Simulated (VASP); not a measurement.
Runs of VASP 6.6.1 on B. The structure is that of space group P4/mmm (No. 123), or close to it. The cells are those of the table. 

```tsv
task	level	cell	k mesh	cutoff (eV)	grid for exact exchange (PRECFOCK)	share of exact exchange	screening parameter	gap on the mesh (eV)	pressure (GPa)	relaxed volume (Å³/atom)
relaxation of cell and atoms	PBE-based screened hybrid with 25 % exact exchange	relaxed from a = 2.346, b = 2.346, c = 1.586 Å, 1 atom	6 × 6 × 8	600	Normal	0.25	0.3 1/Å	none	0.1	8.87
single point	HF	a = 2.346, b = 2.346, c = 1.586 Å, 1 atom	6 × 6 × 8	520	Normal	1	-	none	(a)	-
relaxation of cell and atoms	PBEsol-based screened hybrid with 25 % exact exchange	relaxed from a = 2.346, b = 2.346, c = 1.586 Å, 1 atom	6 × 6 × 8	600	Normal	0.25	0.207 1/Å	none	0.0	8.55
relaxation of cell and atoms	HSE06	relaxed from a = 2.346, b = 2.346, c = 1.586 Å, 1 atom	6 × 6 × 8	600	Normal	0.25	0.2079 1/Å	none	0.0	8.85
single point	PBE	a = 2.349, b = 2.335, c = 1.592 Å, angles 87.9, 89.3, 90.5°, 1 atom	11 × 11 × 16	520	-	-	-	none	(b)	-
single point	PBEsol-based screened hybrid with 25 % exact exchange	a = 2.329, b = 2.329, c = 1.578 Å, 1 atom	6 × 6 × 8	520	Normal	0.25	0.207 1/Å	none	0.0	-
single point	PBE-based screened hybrid with 25 % exact exchange	a = 2.372, b = 2.372, c = 1.579 Å, 1 atom	6 × 6 × 8	520	Normal	0.25	0.3 1/Å	none	-0.1	-
single point	r2SCAN50	a = 2.346, b = 2.346, c = 1.586 Å, 1 atom	6 × 6 × 8	520	Normal	0.5	-	none	-4.1	-
single point	HSE06	a = 2.369, b = 2.369, c = 1.579 Å, 1 atom	6 × 6 × 8	520	Normal	0.25	0.2079 1/Å	none	-0.1	-
single point	PBE-based screened hybrid with 25 % exact exchange	a = 2.346, b = 2.346, c = 1.586 Å, 1 atom	6 × 6 × 8	520	Normal	0.25	0.3 1/Å	none	-0.8	-
single point	r2SCAN0	a = 2.346, b = 2.346, c = 1.586 Å, 1 atom	6 × 6 × 8	520	Normal	0.25	-	none	(c)	-
single point	r2SCANh	a = 2.346, b = 2.346, c = 1.586 Å, 1 atom	6 × 6 × 8	520	Normal	0.1	-	none	-1.1	-
```

Alike in all rows: potentials or basis VASP PAW PBE potentials, release 64 (B); no spin polarisation; smearing fermi-dirac 0.05 eV.

Question: Estimate the missing entries.

Answer: (a) 5.6; (b) -1.8; (c) -2.3.

Caveats: some runs use coarse meshes; the PAW data sets were made with another functional, which shifts forces and pressure a little (at least some runs).

A gap of «none» marks levels without a gap at the run's occupations.
